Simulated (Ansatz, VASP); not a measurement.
AlGa2N2: VASP beside Ansatz

Contents of INCAR:

```
ALGO = Normal ; EDIFF = 1E-6
ENCUT = 520 ; GGA = PE
ISIF = 2 ; ISMEAR = 0
ISPIN = 2 ; LASPH = True
LCHARG = False ; LORBIT = 11
LREAL = False ; LWAVE = False
MAGMOM = 0 0 0 1 1 ; NBANDS = 32
NELM = 150 ; PREC = Accurate
SIGMA = 0.1
```

KPOINTS

```
k-points
0
Gamma
  6 6 4
```

File POSCAR:

```
AlGa2N2
1.0
    3.4076416400      0.0000000000      0.0000000000
    0.0000000000      3.4076416400      0.0000000000
    0.0000000000      0.0000000000      6.7809704700
Al Ga N
1 2 2
Direct
    0.5000000000      0.5000000000      0.0000000000
    0.5000000000      0.5000000000      0.7083414700
    0.5000000000      0.5000000000      0.2916585300
    0.0000000000      0.5000000000      0.5000000000
    0.5000000000      0.0000000000      0.5000000000
```

Input for Ansatz:

```yaml
crystal:
  lattice:
    - [3.40764164, 0.0, 0.0]
    - [0.0, 3.40764164, 0.0]
    - [0.0, 0.0, 6.78097047]
  atoms:
    - { symbol: Al, position: [0.5, 0.5, 0.0] }
    - { symbol: Ga, position: [0.5, 0.5, 0.70834147] }
    - { symbol: Ga, position: [0.5, 0.5, 0.29165853] }
    - { symbol: "N", position: [0.0, 0.5, 0.5], spin: 1.0 }
    - { symbol: "N", position: [0.5, 0.0, 0.5], spin: 1.0 }
basis:
  ecutwfc: 420
kpoints:
  mp_grid: { grid: [6, 6, 4] }
hamiltonian:
  xc: pbe
scf:
  occupations: { method: gaussian, width: 0.1 }
  lower_state_search: "off"
output:
  forces: true
  stress: true
  eigenvalues: true
  populations: true
magnetization:
  spin_polarized: true
```

Alike in both runs: task single point; functional PBE; k mesh 6 × 6 × 4; occupations gaussian, width 0.1 eV; collinear spin.

|  | VASP | Ansatz |
| --- | --- | --- |
| version | VASP 6.6.1 | Ansatz 0.2.0 |
| potentials or method | VASP PAW PBE potentials, release 64 (Al, Ga_d, N), cutoff 520 eV | scalar-relativistic, plane waves, PAW |
| valence electrons in the cell | 39 | 39 |

Ansatz gave:

| Property | Result |
| --- | --- |
| gap on the k mesh at the Fermi level (eV) | none |
| pressure (GPa) | 11.8 |
| traceless stress, the component that is largest in VASP (GPa) | 42.18 |
| rms of the force components (eV/Å) | 3.277 |
| net moment per atom (μB) | 0.00 |

What did VASP give for the same quantities?

gap on the k mesh at the Fermi level (eV): none; pressure (GPa): 12.2; traceless stress, the component that is largest in VASP (GPa): 42.59; rms of the force components (eV/Å): 3.283; net moment per atom (μB): 0.00.

Atom by atom the forces differ by 0.007 eV/Å (rms over components). A gap of «none» marks a metal or a gap that the smearing closes. With one functional, cell and mesh, what is left measures potentials, basis and numerics. Ansatz's warnings: seeded moment not kept.
